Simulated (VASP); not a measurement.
# AlNi3 (I4mm) in VASP: a series of runs, part 2 of 2

VASP 6.6.1. Earlier steps stand in the parts before.

### 3 Single point, PBEsol (all Al atoms moved +0.075 Å, as atom 1 along Cartesian [1 0 0])

INCAR

```
  ALGO = Fast
  EDIFF = 1E-6
  ENCUT = 520
  GGA = PS
  ISIF = 2
  ISMEAR = 0
  LASPH = T
  LCHARG = F
  LREAL = F
  LWAVE = F
  NBANDS = 24
  NELM = 60
  PREC = Accurate
  SIGMA = 0.15
```

KPOINTS

```
k-points
0
Gamma
  14 14 14
```

POSCAR

```
AlNi3
1.0
    0.0000000000      2.7984078565      2.7984078565
    2.7984078565      0.0000000000      2.7984078565
    2.7984078565      2.7984078565      0.0000000000
Al Ni
1 3
Direct
    0.4865995230      0.5134004770      0.5134004770
    0.2500000000      0.2500000000      0.2500000000
    0.0000000000      0.0000000000      0.0000000000
    0.7500000000      0.7500000000      0.7500000000
```

Potentials or basis: VASP PAW PBE potentials, release 64 (Al, Ni).

Started as:

```
> cat potpaw_PBE.64/Al/POTCAR potpaw_PBE.64/Ni/POTCAR > POTCAR
> mpirun -np 1 vasp_std > vasp.out
```

OUTCAR:

```text
EDIFF = 1E-6
   ENCUT = 520
   GGA = PS
   ISIF = 2
   ISMEAR = 0
   LASPH = T
   LREAL = F
   NELM = 60
   PREC = Accurate

 ion  position               nearest neighbor table
   1  0.487  0.513  0.513-   2 2.38   2 2.38   4 2.38   4 2.38   2 2.47   4 2.47   4 2.47   2 2.47
                             3 2.72   3 2.80   3 2.80   3 2.80   3 2.80   3 2.87
   2  0.250  0.250  0.250-   1 2.38   1 2.38   3 2.42   3 2.42   3 2.42   3 2.42   1 2.47   1 2.47
                             4 2.80   4 2.80   4 2.80   4 2.80   4 2.80   4 2.80
   3  0.000  0.000  0.000-   4 2.42   4 2.42   4 2.42   2 2.42   4 2.42   2 2.42   2 2.42   2 2.42
                             1 2.72   1 2.80   1 2.80   1 2.80   1 2.80   1 2.87
   4  0.750  0.750  0.750-   1 2.38   1 2.38   3 2.42   3 2.42   3 2.42   3 2.42   1 2.47   1 2.47
                             2 2.80   2 2.80   2 2.80   2 2.80   2 2.80   2 2.80

  LATTYP: Found a face centered cubic cell.
 ALAT       =     5.5968157130

  Lattice vectors:

 A1 = (   0.0000000000,   2.7984078565,   2.7984078565)
 A2 = (   2.7984078565,   0.0000000000,   2.7984078565)
 A3 = (   2.7984078565,   2.7984078565,   0.0000000000)

Analysis of symmetry for initial positions (statically):
=====================================================================
 Subroutine PRICEL returns:
 Original cell was already a primitive cell.

 Routine SETGRP: Setting up the symmetry group for a
 face centered cubic supercell.

 Subroutine GETGRP returns: Found  8 space group operations
 (whereof  8 operations were pure point group operations)
 out of a pool of 48 trial point group operations.

The static configuration has the point symmetry C_4v.

Analysis of symmetry for dynamics (positions and initial velocities):
=====================================================================
 Subroutine PRICEL returns:
 Original cell was already a primitive cell.

 Routine SETGRP: Setting up the symmetry group for a
 face centered cubic supercell.

 Subroutine GETGRP returns: Found  8 space group operations
 (whereof  8 operations were pure point group operations)
 out of a pool of 48 trial point group operations.

The dynamic configuration has the point symmetry C_4v.

 Subroutine INISYM returns: Found  8 space group operations
 (whereof  8 operations are pure point group operations),
 and found     1 'primitive' translations

----------------------------------------------------------------------------------------

                                     Primitive cell

  volume of cell :      43.8291

  direct lattice vectors                    reciprocal lattice vectors
     0.000000000  2.798407856  2.798407856    -0.178673026  0.178673026  0.178673026
     2.798407856  0.000000000  2.798407856     0.178673026 -0.178673026  0.178673026
     2.798407856  2.798407856  0.000000000     0.178673026  0.178673026 -0.178673026

  length of vectors
     3.957546344  3.957546344  3.957546344     0.309470759  0.309470759  0.309470759

  position of ions in fractional coordinates (direct lattice)
     0.486599523  0.513400477  0.513400477
     0.250000000  0.250000000  0.250000000
     0.000000000  0.000000000  0.000000000
[... 32 lines left out ...]

 Found    244 irreducible k-points:

 Following reciprocal coordinates:
            Coordinates               Weight
  0.000000  0.000000  0.000000      1.000000
  0.071429  0.000000  0.000000      8.000000
  0.142857  0.000000  0.000000      8.000000
  0.214286  0.000000  0.000000      8.000000
  0.285714  0.000000  0.000000      8.000000
  0.357143  0.000000  0.000000      8.000000
[... 16 lines left out ...]
 -0.428571  0.071429  0.000000     16.000000
  0.000000 -0.428571  0.071429      8.000000
 [... further k-points ...]
   k-points           NKPTS =    244   k-points in BZ     NKDIM =    244   number of bands    NBANDS=     24
   number of dos      NEDOS =    301   number of ions     NIONS =      4
   total plane-waves  NPLWV =  27000
   dimension x,y,z NGX =    30 NGY =   30 NGZ =   30
   dimension x,y,z NGXF=    60 NGYF=   60 NGZF=   60
   ions per type =               1   3
   NGX,Y,Z   is equivalent  to a cutoff of  12.60, 12.60, 12.60 a.u.
   NGXF,Y,Z  is equivalent  to a cutoff of  25.20, 25.20, 25.20 a.u.
 SYSTEM =  unknown system
   PREC   = accura    normal or accurate (medium, high low for compatibility)
   ISTART =      0    job   : 0-new  1-cont  2-samecut
   ICHARG =      2    charge: 1-file 2-atom 10-const
   ISPIN  =      1    spin polarized calculation?
   LNONCOLLINEAR =      F non collinear calculations
   LSORBIT =      F    spin-orbit coupling
   LASPH  =      T    aspherical Exc in radial PAW
   ENCUT  =  520.0 eV  38.22 Ry    6.18 a.u.   7.36  7.36  7.36*2*pi/ulx,y,z
   NELM   =     60;   NELMIN=  2; NELMDL= -5     # of ELM steps
   EDIFF  = 0.1E-05   stopping-criterion for ELM
   LREAL  =      F    real-space projection
   EDIFFG = 0.1E-04   stopping-criterion for IOM
   NSW    =      0    number of steps for IOM
   IBRION =     -1    ionic relax: 0-MD 1-quasi-New 2-CG
   NFREE  =      0    steps in history (QN), initial steepest desc. (CG)
   ISIF   =      2    stress and relaxation
   ISYM   =      2    0-nonsym 1-usesym 2-fastsym
   POTIM  = 0.5000    time-step for ionic-motion
   TEBEG  =    0.0;   TEEND  =   0.0 temperature during run
   PSTRESS=    0.0 pullay stress
   NELECT =      33.0000    total number of electrons
   NUPDOWN=      -1.0000    fix difference up-down
   EMIN   =  10.00;   EMAX   =-10.00  energy-range for DOS
   EFERMI =   0.00;   METHOD = LEGACY
   ISMEAR =     0;   SIGMA  =   0.15  broadening in eV -4-tet -1-fermi 0-gaus
   EFERMI_NEDOS =   21; number of points for ismear=-14 and -15
   IALGO  =     68    algorithm
   IMIX   =      4    mixing-type and parameters
     AMIX     =   0.40;   BMIX     =  1.00
     AMIX_MAG =   1.60;   BMIX_MAG =  1.00
  volume/ion in A,a.u.               =      10.96        73.94
  Fermi-wavevector in a.u.,A,eV,Ry     =   1.489333  2.814431 30.179255  2.218113
  Thomas-Fermi vector in A             =   2.602255
   LORBIT       =      0    0 simple, 1 ext, 2 COOP (PROOUT), +10 PAW based schemes
   GGA     = PS    functional components
   LHFCALC =     F    Hartree Fock is set to
   AEXX    =    0.0000 exact exchange contribution
   IVDW    =     0    specifies the selected vdW correction
   LEPSILON=     F    determine dielectric tensor
   LRPA    =     F    only Hartree local field effects (RPA)
 non-spin polarized calculation
 RMM-DIIS sequential band-by-band and
 Gauss-broadening in eV      SIGMA  =   0.15
  energy-cutoff  :      520.00
  volume of cell :       43.83
 maximum number of plane-waves:      1243
 NGX is ok and might be reduce to    30
   NGX = 15   NGY = 15   NGZ = 15

 number of electron      33.0000020 magnetization

 Free energy of the ion-electron system (eV)
  ---------------------------------------------------
  ext. energy  EPLUGINS =         0.00000000
  ---------------------------------------------------
  free energy    TOTEN  =       -24.05920641 eV

  energy without entropy =      -24.02812789  energy(sigma->0) =      -24.04366715

 E-fermi :   9.8533     XC(G=0): -12.9825

 val. band max:        9.8529293283   @ k =   0.2143  -0.2857   0.5000
 cond. band min:       9.8638121881   @ k =   0.4286   0.4286   0.0000
 fundamental gap:      0.0108828598
 Fermi energy:         9.8532857096

 k-point     1 :       0.0000    0.0000    0.0000
  band No.  band energies     occupation
      1      -0.3790      2.00000
      2       6.1767      2.00000
      3       6.2210      2.00000
      4       6.3538      2.00000
      5       6.3538      2.00000
      6       6.3965      2.00000
[... 637 lines left out ...]
     23      18.3937      0.00000
     24      21.1653      0.00000

 [... further k-points ...]

------------------------ aborting loop because EDIFF is reached ----------------------------------------

  FORCE on cell =-STRESS in cart. coord.  units (eV):
  Direction    XX          YY          ZZ          XY          YZ          ZX
  --------------------------------------------------------------------------------------
  -------------------------------------------------------------------------------------
  Total        0.0641249      0.1181860      0.1181860      0.0000000      0.0000000      0.0000000
  in kB        2.3440888      4.3202963      4.3202963      0.0000000      0.0000000      0.0000000
  external PRESSURE =       3.6615605 kB  Pullay stress =       0.0000000 kB

 VOLUME and BASIS-vectors are now :
 -----------------------------------------------------------------------------
  energy-cutoff  :      520.00
  volume of cell :       43.83
      direct lattice vectors                 reciprocal lattice vectors
     0.000000000  2.798407856  2.798407856    -0.178673026  0.178673026  0.178673026
     2.798407856  0.000000000  2.798407856     0.178673026 -0.178673026  0.178673026
     2.798407856  2.798407856  0.000000000     0.178673026  0.178673026 -0.178673026

 POSITION                                       TOTAL-FORCE (eV/Angst)
 -----------------------------------------------------------------------------------
      2.87341      2.79841      2.79841        -0.696363      0.000000      0.000000
      1.39920      1.39920      1.39920         0.289854      0.000000      0.000000
      0.00000      0.00000      0.00000         0.116655      0.000000      0.000000
      4.19761      4.19761      4.19761         0.289854      0.000000      0.000000
 -----------------------------------------------------------------------------------
    total drift:                                0.000051      0.000001      0.000001

  FREE ENERGIE OF THE ION-ELECTRON SYSTEM (eV)
  ---------------------------------------------------
  free  energy   TOTEN  =       -24.0592064059 eV

  energy  without entropy=      -24.0281278859  energy(sigma->0) =      -24.04366715
```

Run time: 4.5 min. Hardware: 1 thread of Intel Xeon 6975P-C, shared host; peak memory 0.34 GiB.

Results:

- Free energy: -24.0592 eV
- Pressure: 0.4 GPa
- Largest force: 0.696 eV/Å

Forces in eV/Å, atoms in the order of the input:
```
Al  -0.696  0.000  0.000
Ni   0.290  0.000  0.000
Ni   0.117  0.000  0.000
Ni   0.290  0.000  0.000
```

Stress tensor (GPa, compression positive):
```
0.23 0.00 0.00
0.00 0.43 0.00
0.00 0.00 0.43
```

Caveat: the cell differs from its parent crystal (all Al atoms moved +0.075 Å, as atom 1 along Cartesian [1 0 0]); the PAW data sets were made with another functional, which shifts forces and pressure a little.

### 4 Single point, PBEsol (all Al atoms moved -0.050 Å, as atom 1 along Cartesian [1 0 0])

INCAR

```
PREC = Accurate
ENCUT = 520
EDIFF = 1E-6
ISMEAR = 0
SIGMA = 0.15
LREAL = F
LASPH = T
NELM = 60
ALGO = Fast
ISIF = 2
LWAVE = F
LCHARG = T
GGA = PS
LELF = T
LVHAR = T
NBANDS = 24
```

KPOINTS

```
Automatic mesh
0
Gamma
  14 14 14
```

POSCAR: that of step 3 with these lines changed.

```diff
@@ -8,3 +8,3 @@
 Direct
-    0.4865995230      0.5134004770      0.5134004770
+    0.5089336513      0.4910663487      0.4910663487
     0.2500000000      0.2500000000      0.2500000000
```

Potentials or basis: VASP PAW PBE potentials, release 64 (Al, Ni).

Started as:

```
> cat potpaw_PBE.64/Al/POTCAR potpaw_PBE.64/Ni/POTCAR > POTCAR
> mpirun -np 1 vasp_std > vasp.out
```

OUTCAR:

```text
PREC = Accurate
   ENCUT = 520
   EDIFF = 1E-6
   ISMEAR = 0
   LREAL = F
   LASPH = T
   NELM = 60
   ISIF = 2
   GGA = PS

 ion  position               nearest neighbor table
   1  0.509  0.491  0.491-   2 2.39   2 2.39   4 2.39   4 2.39   4 2.45   2 2.45   2 2.45   4 2.45
                             3 2.75   3 2.80   3 2.80   3 2.80   3 2.80   3 2.85
   2  0.250  0.250  0.250-   1 2.39   1 2.39   3 2.42   3 2.42   3 2.42   3 2.42   1 2.45   1 2.45
                             4 2.80   4 2.80   4 2.80   4 2.80   4 2.80   4 2.80
[... 856 lines left out ...]
  -------------------------------------------------------------------------------------
  Total        0.0455714      0.0696499      0.0696499      0.0000000      0.0000000      0.0000000
  in kB        1.6658640      2.5460569      2.5460569      0.0000000      0.0000000      0.0000000
  external PRESSURE =       2.2526593 kB  Pullay stress =       0.0000000 kB

 VOLUME and BASIS-vectors are now :
 -----------------------------------------------------------------------------
  energy-cutoff  :      520.00
  volume of cell :       43.83
      direct lattice vectors                 reciprocal lattice vectors
     0.000000000  2.798407856  2.798407856    -0.178673026  0.178673026  0.178673026
     2.798407856  0.000000000  2.798407856     0.178673026 -0.178673026  0.178673026
     2.798407856  2.798407856  0.000000000     0.178673026  0.178673026 -0.178673026

 POSITION                                       TOTAL-FORCE (eV/Angst)
 -----------------------------------------------------------------------------------
      2.74841      2.79841      2.79841         0.463989      0.000000      0.000000
      1.39920      1.39920      1.39920        -0.193458      0.000000      0.000000
      0.00000      0.00000      0.00000        -0.077073      0.000000      0.000000
      4.19761      4.19761      4.19761        -0.193458      0.000000      0.000000
 -----------------------------------------------------------------------------------
    total drift:                               -0.000032     -0.000001     -0.000001

  FREE ENERGIE OF THE ION-ELECTRON SYSTEM (eV)
  ---------------------------------------------------
  free  energy   TOTEN  =       -24.0737101869 eV

  energy  without entropy=      -24.0425713384  energy(sigma->0) =      -24.05814076
```

OSZICAR:

```text
N       E                     dE             d eps       ncg     rms          rms(c)
DAV:   1     0.185934988838E+03    0.18593E+03   -0.14279E+04 11864   0.176E+03
DAV:   2    -0.189900034965E+02   -0.20492E+03   -0.19307E+03 11720   0.322E+02
DAV:   3    -0.279706281192E+02   -0.89806E+01   -0.85411E+01 14128   0.922E+01
DAV:   4    -0.281051473017E+02   -0.13452E+00   -0.13443E+00 14528   0.987E+00
DAV:   5    -0.281094256250E+02   -0.42783E-02   -0.42782E-02 15112   0.161E+00    0.195E+01
RMM:   6    -0.277303337735E+02    0.37909E+00   -0.40627E+01 12776   0.748E+01    0.180E+01
RMM:   7    -0.242238006178E+02    0.35065E+01   -0.11202E+01 11924   0.418E+01    0.517E+00
RMM:   8    -0.244709599647E+02   -0.24716E+00   -0.67903E-01 12612   0.899E+00    0.719E+00
RMM:   9    -0.240909646110E+02    0.38000E+00   -0.26909E-01 12606   0.605E+00    0.851E-01
RMM:  10    -0.240752531327E+02    0.15711E-01   -0.35450E-02 12470   0.155E+00    0.483E-01
RMM:  11    -0.240735433507E+02    0.17098E-02   -0.92556E-03 14068   0.959E-01    0.170E-01
RMM:  12    -0.240738146240E+02   -0.27127E-03   -0.23672E-03 13804   0.497E-01    0.147E-01
RMM:  13    -0.240736816221E+02    0.13300E-03   -0.99787E-04 14298   0.300E-01    0.373E-02
RMM:  14    -0.240737062675E+02   -0.24645E-04   -0.31524E-04 15609   0.119E-01    0.146E-02
RMM:  15    -0.240737098107E+02   -0.35432E-05   -0.54645E-05 16190   0.443E-02    0.627E-03
RMM:  16    -0.240737101869E+02   -0.37628E-06   -0.49364E-06 10287   0.162E-02
   1 F= -.24073710E+02 E0= -.24058141E+02  d E =-.311388E-01
```

stdout:

```text
POSCAR found type information on POSCAR AlNi
 POSCAR found :  2 types and       4 ions
 scaLAPACK will be used
 -----------------------------------------------------------------------------
|                                                                             |
|                                                                             |
|     You enforced a specific xc type in the INCAR file but a different       |
|     I HOPE YOU KNOW WHAT YOU ARE DOING!                                     |
|                                                                             |
 -----------------------------------------------------------------------------

 LDA part: xc-table for (Slater+PW92), standard interpolation
 POSCAR, INCAR and KPOINTS ok, starting setup
 FFT: planning ... GRIDC
 FFT: planning ... GRID_SOFT
 FFT: planning ... GRID
 WAVECAR not read
 entering main loop
```

It took 4.5 min on 1 thread of Intel Xeon 6975P-C, shared host; peak memory 0.34 GiB.

What came out:

| Quantity | Value |
| --- | --- |
| Free energy | -24.0737 eV |
| Pressure | 0.2 GPa |
| Largest force | 0.464 eV/Å |

Forces on the atoms (eV/Å):
```
Al   0.464  0.000  0.000
Ni  -0.193  0.000  0.000
Ni  -0.077  0.000  0.000
Ni  -0.193  0.000  0.000
```

Caveat: the cell differs from its parent crystal (all Al atoms moved -0.050 Å, as atom 1 along Cartesian [1 0 0]); the PAW data sets were made with another functional, which shifts forces and pressure a little. Spin polarisation is off, so any magnetic state and its effect on volume and gap are missing.

### 5 Single point, PBEsol (all Al atoms moved +0.025 Å, as atom 1 along Cartesian [1 0 0])

INCAR

```
SYSTEM = AlNi3
PREC     = Accurate       ! precision mode
ENCUT    = 520            ! plane-wave cutoff, eV
EDIFF    = 1E-6           ! SCF threshold, eV
ISMEAR   = 0              ! smearing method
SIGMA    = 0.15           ! smearing width, eV
LREAL    = .FALSE.        ! projectors in reciprocal space
LASPH    = .TRUE.         ! aspherical terms in the spheres
NELM     = 100            ! most SCF steps
ALGO     = Fast           ! electronic algorithm
ISIF     = 2              ! what is computed and relaxed
LWAVE    = .FALSE.        ! write WAVECAR
LCHARG   = .FALSE.        ! write CHGCAR
GGA      = PS             ! functional
NBANDS   = 24             ! bands
```

KPOINTS

```
Automatic mesh
0
G
  14 14 14
  0 0 0
```

POSCAR: that of step 4 with these lines changed.

```diff
@@ -8,3 +8,3 @@
 Direct
-    0.5089336513      0.4910663487      0.4910663487
+    0.4955331743      0.5044668257      0.5044668257
     0.2500000000      0.2500000000      0.2500000000
```

Started as:

```
> cat potpaw_PBE.64/Al/POTCAR potpaw_PBE.64/Ni/POTCAR > POTCAR
> mpirun -np 1 vasp_std > vasp.out
```

It took 4.5 min on 1 thread of Intel Xeon 6975P-C, shared host; peak memory 0.34 GiB.

It converged, with:

```yaml
Free_energy: -24.0824 eV
Pressure: 0.1 GPa
Largest_force: 0.232 eV/Å
```

Forces in eV/Å, atoms in the order of the input:
```
Al  -0.232  0.000  0.000
Ni   0.097  0.000  0.000
Ni   0.038  0.000  0.000
Ni   0.097  0.000  0.000
```

Levels at points of the mesh, in eV from the Fermi level:
```csv
k point,band 14,band 15,band 16,band 17,band 18,band 19
"(0.00, 0.00, 0.00)",-0.56,-0.52,-0.52,5.45,5.45,5.46
"(0.50, 0.00, 0.00)",-0.65,-0.48,-0.48,-0.15,4.33,4.33
"(0.50, 0.50, 0.00)",-0.76,-0.60,-0.37,-0.36,-0.36,-0.04
"(0.00, 0.50, 0.50)",-0.76,-0.60,-0.37,-0.36,-0.36,-0.04
```

Caveat: the cell differs from its parent crystal (all Al atoms moved +0.025 Å, as atom 1 along Cartesian [1 0 0]); the PAW data sets were made with another functional, which shifts forces and pressure a little. Spin polarisation is off, so any magnetic state and its effect on volume and gap are missing.

### 6 Single point, PBEsol (all Al atoms moved +0.087 Å, as atom 1 along Cartesian [1 0 0])

INCAR

```
SYSTEM = AlNi3
ALGO = Fast
EDIFF = 1E-6
ENCUT = 520
GGA = PS
ISIF = 2
ISMEAR = 0
LASPH = .TRUE.
LCHARG = .TRUE.
LELF = .TRUE.
LREAL = .FALSE.
LVHAR = .TRUE.
LWAVE = .FALSE.
NBANDS = 24
NELM = 100
PREC = Accurate
SIGMA = 0.15
```

KPOINTS

```
k-points
0
G
  14 14 14
  0 0 0
```

POSCAR: that of step 5 with these lines changed.

```diff
@@ -8,3 +8,3 @@
 Direct
-    0.4955331743      0.5044668257      0.5044668257
+    0.4843661102      0.5156338898      0.5156338898
     0.2500000000      0.2500000000      0.2500000000
```

Potentials or basis: VASP PAW PBE potentials, release 64 (Al, Ni).

Started as:

```
> cat potpaw_PBE.64/Al/POTCAR potpaw_PBE.64/Ni/POTCAR > POTCAR
> mpirun -np 1 vasp_std > vasp.out
```

Run time: 4.8 min. Hardware: 1 thread of Intel Xeon 6975P-C, shared host; peak memory 0.34 GiB.

The run converged. Its results:

```yaml
Free_energy: -24.0498 eV
Pressure: 0.5 GPa
Largest_force: 0.813 eV/Å
```

Forces on the atoms (eV/Å):
```
Al  -0.813  0.000  0.000
Ni   0.338  0.000  0.000
Ni   0.137  0.000  0.000
Ni   0.338  0.000  0.000
```

Stress tensor (GPa, compression positive):
```
0.28 0.00 0.00
0.00 0.55 0.00
0.00 0.00 0.55
```

Levels at points of the mesh, in eV from the Fermi level:
```csv
k point,band 13,band 14,band 15,band 16,band 17,band 18,band 19,band 20
"(0.00, 0.00, 0.00)",-0.57,-0.56,-0.52,-0.52,5.40,5.40,5.46,5.93
"(0.50, 0.00, 0.00)",-0.65,-0.65,-0.48,-0.48,-0.15,4.31,4.32,4.84
"(0.50, 0.50, 0.00)",-1.06,-0.76,-0.60,-0.37,-0.36,-0.36,-0.04,4.28
"(0.00, 0.50, 0.50)",-1.07,-0.75,-0.60,-0.37,-0.35,-0.35,-0.04,4.28
```

Caveat: the cell differs from its parent crystal (all Al atoms moved +0.087 Å, as atom 1 along Cartesian [1 0 0]); the PAW data sets were made with another functional, which shifts forces and pressure a little.
